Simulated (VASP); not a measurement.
A run of VASP 6.6.1:

POSCAR

```
Pt
1.0
   -1.5356916119      1.5356916119      1.5356916119
    1.5356916119     -1.5356916119      1.5356916119
    1.5356916119      1.5356916119     -1.5356916119
Pt
1
Direct
    0.0000000000      0.0000000000      0.0000000000
```

The input INCAR.step1:

```
PREC     = Accurate       # precision mode
ENCUT    = 520            # plane-wave cutoff, eV
ISMEAR   = 1              # smearing method
SIGMA    = 0.1            # smearing width, eV
LREAL    = F              # projectors in reciprocal space
LASPH    = T              # aspherical terms in the spheres
NELM     = 100            # most SCF steps
NBANDS   = 11             # bands
GGA      = PE             # functional
ALGO     = Normal         # electronic algorithm
EDIFF    = 1E-4           # SCF threshold, eV
LWAVE    = T              # write WAVECAR
LCHARG   = F              # write CHGCAR
```

INCAR.step2

```
PREC     = Accurate       # precision mode
ENCUT    = 520            # plane-wave cutoff, eV
EDIFF    = 1E-7           # SCF threshold, eV
ISMEAR   = 1              # smearing method
SIGMA    = 0.1            # smearing width, eV
LREAL    = F              # projectors in reciprocal space
LASPH    = T              # aspherical terms in the spheres
NELM     = 100            # most SCF steps
ALGO     = Normal         # electronic algorithm
ISIF     = 2              # what is computed and relaxed
LWAVE    = F              # write WAVECAR
LCHARG   = T              # write CHGCAR
METAGGA  = R2SCAN         # meta-GGA
LMIXTAU  = T            
LELF     = T              # ELF
LVHAR    = T            
NBANDS   = 11             # bands
ISTART   = 1
```

Contents of KPOINTS:

```
Automatic mesh
0
Gamma
  12 12 12
```

Potentials or basis: VASP PAW PBE potentials, release 64 (Pt).

The run is started by

```console
$ cat potpaw_PBE.64/Pt/POTCAR > POTCAR
$ cp INCAR.step1 INCAR
$ mpirun -np 1 vasp_std > vasp.out
$ cp INCAR.step2 INCAR
$ mpirun -np 1 vasp_std > vasp.out
```

Hardware: 1 thread of Intel(R) Xeon(R) 6975P-C (Granite Rapids) (shared host).

Q: Estimate the wall time of this run.

A: It took 21 s on 1 thread of Intel(R) Xeon(R) 6975P-C (Granite Rapids), with other jobs on the host, peak memory 0.13 GiB. Counts: k points 72.
